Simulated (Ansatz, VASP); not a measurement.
**Two plane-wave programs on La**

File INCAR:

```
PREC     = Accurate       # precision mode
ENCUT    = 600            # plane-wave cutoff, eV
EDIFF    = 1E-7           # SCF threshold, eV
ISMEAR   = -1             # smearing method
SIGMA    = 0.05           # smearing width, eV
LREAL    = F              # projectors in reciprocal space
LASPH    = T              # aspherical terms in the spheres
NELM     = 60             # most SCF steps
ALGO     = Fast           # electronic algorithm
ISIF     = 3              # what is computed and relaxed
LWAVE    = F              # write WAVECAR
LCHARG   = F              # write CHGCAR
GGA      = CA             # functional
IBRION   = 2              # ionic algorithm
NSW      = 60             # ionic steps
EDIFFG   = -0.01          # ionic threshold
```

File KPOINTS:

```
Automatic mesh
0
Gamma
  8 8 3
```

The input POSCAR:

```
La
1.0
    3.7700000000      0.0000000000      0.0000000000
   -1.8850000000      3.2649157723      0.0000000000
    0.0000000000      0.0000000000     12.1590000000
La
4
Direct
    0.6666666667      0.3333333333      0.2500000000
    0.3333333333      0.6666666667      0.7500000000
    0.0000000000      0.0000000000      0.5000000000
    0.0000000000      0.0000000000      0.0000000000
```

File input.yaml:

```yaml
crystal:
  lattice:
    - [3.77, 0.0, 0.0]
    - [-1.885, 3.2649157723, 0.0]
    - [0.0, 0.0, 12.159]
  atoms:
    - { symbol: La, position: [0.6666666667, 0.3333333333, 0.25] }
    - { symbol: La, position: [0.3333333333, 0.6666666667, 0.75] }
    - { symbol: La, position: [0.0, 0.0, 0.5] }
    - { symbol: La, position: [0.0, 0.0, 0.0] }
hamiltonian:
  xc: lda
  pseudopotentials: { kind: paw }
kpoints:
  mp_grid: { grid: [8, 8, 3] }
scf:
  occupations: { method: fermi_dirac, width: 0.05 }
output:
  forces: true
  stress: true
  eigenvalues: true
  write_density: true
  write_potential: true
  elf: true
  volumetric_format: npy
relax:
  f_tol: 0.01
  max_steps: 40
  cell: { stress_tol: 0.05 }
```

Alike in both runs: task relaxation of cell and atoms; functional LDA; k mesh 8 × 8 × 3; occupations fermi-dirac, width 0.05 eV; no spin polarisation.

|  | VASP | Ansatz |
| --- | --- | --- |
| version | VASP 6.6.1 | Ansatz 0.2.0 |
| potentials or method | VASP PAW LDA potentials, release 64 (La) | Ansatz PAW |
| plane-wave cutoff (eV) | 600 | 420 |
| valence electrons in the cell | 44 | 44 |

|  | VASP | Ansatz | Ansatz less VASP |
| --- | --- | --- | --- |
| gap on the k mesh at the Fermi level, each at its own relaxed structure (eV) | none | none | - |
| relaxed volume (Å³/atom) | 32.15 | 32.26 | +0.108 |
| relaxed cell length with the largest relative difference (Å) | 11.530 | 11.544 | +0.0138 |

LDA's correlation is that of Perdew and Zunger in VASP and of Perdew and Wang (1992) in Ansatz. A gap of «none» marks a metal or a gap that the smearing closes.

Neither program's run includes spin-orbit coupling. Noted on Ansatz's run: the plane-wave basis is chosen anew once the cell has moved, so the energies of steps on either side of that aren't comparable.
